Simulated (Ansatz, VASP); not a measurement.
Cu6H in VASP and in Ansatz

INCAR

```
PREC = Accurate
ENCUT = 520
EDIFF = 1E-6
ISMEAR = 0
SIGMA = 0.1
LREAL = F
LASPH = T
NELM = 60
ALGO = Fast
ISIF = 2
LWAVE = F
LCHARG = F
LDIPOL = T
IDIPOL = 3
DIPOL = 0.5 0.5 0.282
GGA = PE
NBANDS = 80
```

File KPOINTS:

```
regular mesh
0
Gamma
  5 5 1
```

POSCAR

```
Cu6H
1.0
    5.1332392722      0.0000000000      0.0000000000
    0.0000000000      5.1332392722      0.0000000000
    0.0000000000      0.0000000000     21.5289058579
Cu H
12 2
Direct
    0.2500000000      0.2500000000      0.1857967157
    0.2500000000      0.7500000000      0.1857967157
    0.7500000000      0.2500000000      0.1857967157
    0.7500000000      0.7500000000      0.1857967157
    0.0000000000      0.0000000000      0.2677566944
    0.0000000000      0.5000000000      0.2677566944
    0.5000000000      0.0000000000      0.2677566944
    0.5000000000      0.5000000000      0.2677566944
    0.2500000000      0.2500000000      0.3497114952
    0.2500000000      0.7500000000      0.3497114952
    0.7500000000      0.2500000000      0.3497114952
    0.7500000000      0.7500000000      0.3497114952
    0.0698992973      1.0000000000      0.3706136257
    0.4301007027      1.0000000000      0.3706136257
```

Input for Ansatz:

```yaml
crystal:
  lattice:
    - [5.1332392722, 0.0, 0.0]
    - [0.0, 5.1332392722, 0.0]
    - [0.0, 0.0, 21.5289058579]
  atoms:
    - { symbol: Cu, position: [0.25, 0.25, 0.1857967157] }
    - { symbol: Cu, position: [0.25, 0.75, 0.1857967157] }
    - { symbol: Cu, position: [0.75, 0.25, 0.1857967157] }
    - { symbol: Cu, position: [0.75, 0.75, 0.1857967157] }
    - { symbol: Cu, position: [0.0, 0.0, 0.2677566944] }
    - { symbol: Cu, position: [0.0, 0.5, 0.2677566944] }
    - { symbol: Cu, position: [0.5, 0.0, 0.2677566944] }
    - { symbol: Cu, position: [0.5, 0.5, 0.2677566944] }
    - { symbol: Cu, position: [0.25, 0.25, 0.3497114952] }
    - { symbol: Cu, position: [0.25, 0.75, 0.3497114952] }
    - { symbol: Cu, position: [0.75, 0.25, 0.3497114952] }
    - { symbol: Cu, position: [0.75, 0.75, 0.3497114952] }
    - { symbol: H, position: [0.0698992973, 1.0, 0.3706136257] }
    - { symbol: H, position: [0.4301007027, 1.0, 0.3706136257] }
basis:
  ecutwfc: 420
kpoints:
  mp_grid: { grid: [5, 5, 1] }
hamiltonian:
  xc: pbe
scf:
  occupations: { method: gaussian, width: 0.1 }
output:
  forces: true
  eigenvalues: true
efield:
  axis: 3
  dipole_correction: true
  ramp_width: 0.04
```

Alike in both runs: task single point; functional PBE; k mesh 5 × 5 × 1; occupations gaussian, width 0.1 eV; no spin polarisation.

|  | VASP | Ansatz |
| --- | --- | --- |
| version | VASP 6.6.1 | Ansatz 0.2.0 |
| potentials or method | VASP PAW PBE potentials, release 64 (Cu, H), cutoff 520 eV | scalar-relativistic, plane waves, PAW |
| valence electrons in the cell | 134 | 230 |

VASP gave:

| Property | Result |
| --- | --- |
| gap on the k mesh at the Fermi level (eV) | none |
| rms of the force components (eV/Å) | 0.333 |

Problem. Estimate Ansatz's values.

Solution. gap on the k mesh at the Fermi level (eV): none; rms of the force components (eV/Å): 0.324.

Atom by atom the forces differ by 0.015 eV/Å (rms over components). A gap of «none» marks a metal or a gap that the smearing closes. VASP's potentials hold 134 valence electrons a cell and Ansatz's 230, so a difference there can come from the potentials and not from the codes.
